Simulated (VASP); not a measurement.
Input of a VASP 6.6.1 run:

The input INCAR:

```
SYSTEM = BPd4
PREC = Accurate ; ENCUT = 600
EDIFF = 1E-6 ; ISMEAR = 0
SIGMA = 0.1 ; LREAL = .FALSE.
LASPH = .TRUE. ; NELM = 100
ALGO = Fast ; ISIF = 3
LWAVE = .FALSE. ; LCHARG = .FALSE.
GGA = PE ; IBRION = 2
NSW = 90 ; EDIFFG = -0.04
```

The input KPOINTS:

```
regular mesh
0
G
  4 4 6
  0 0 0
```

The input POSCAR:

```
BPd4
1.0
    6.0843689677      0.0000000000      0.0000000000
    0.0000000000      6.0843689677      0.0000000000
    0.0000000000      0.0000000000      2.5341251371
B Pd
1 4
Direct
    0.5000000000      0.5000000000      0.0000000000
    0.2933165037      0.0000000000      0.5000000000
    0.7066834963      0.0000000000      0.5000000000
    0.0000000000      0.2933165037      0.5000000000
    0.0000000000      0.7066834963      0.5000000000
```

Potentials or basis: VASP PAW PBE potentials, release 64 (B, Pd).

Run with:

```sh
$ cat potpaw_PBE.64/B/POTCAR potpaw_PBE.64/Pd/POTCAR > POTCAR
$ mpirun -np 1 vasp_std > vasp.out
```

(1) What does it give for the relaxed volume?

(2) Estimate the space group after relaxing (to 0.05 Å).

Results:

(1) 18.81 Å³/atom.

(2) P4/mmm (No. 123).

Caveat: the k points lie up to 0.41 Å⁻¹ apart in the final cell.
